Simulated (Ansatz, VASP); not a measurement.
## Sb in VASP and in Ansatz

```xyz
1
Lattice="3.0617 0.0000 0.0000 0.0000 3.0617 0.0000 0.0000 0.0000 3.0005" Properties=species:S:1:pos:R:3 pbc="T T T"
Sb    0.0000    0.0000    0.0000
```

Change from the starting cell: strain along c alone, the other axes held, atoms relaxed: -2.0 %.

Alike in both runs: task single point; functional PBEsol; k mesh 18 × 18 × 18; occupations gaussian, width 0.1 eV; no spin polarisation.

```csv
,VASP,Ansatz
version,VASP 6.6.1,Ansatz 0.2.0
potentials or method,"VASP PAW PBE potentials, release 64 (Sb), cutoff 520 eV","scalar-relativistic, plane waves, PAW"
valence electrons in the cell,5,15
```

|  | VASP | Ansatz | Ansatz less VASP |
| --- | --- | --- | --- |
| gap on the k mesh at the Fermi level (eV) | none | none | - |
| pressure (GPa) | 1.5 | 1.4 | -0.16 |
| traceless stress, the component that is largest in VASP (GPa) | 2.14 | 2.13 | -0.013 |

VASP's potentials were made for PBE, not for PBEsol. A gap of «none» marks a metal or a gap that the smearing closes. VASP's potentials hold 5 valence electrons a cell and Ansatz's 15, so a difference there can come from the potentials and not from the codes.

Spin-orbit coupling is off throughout.
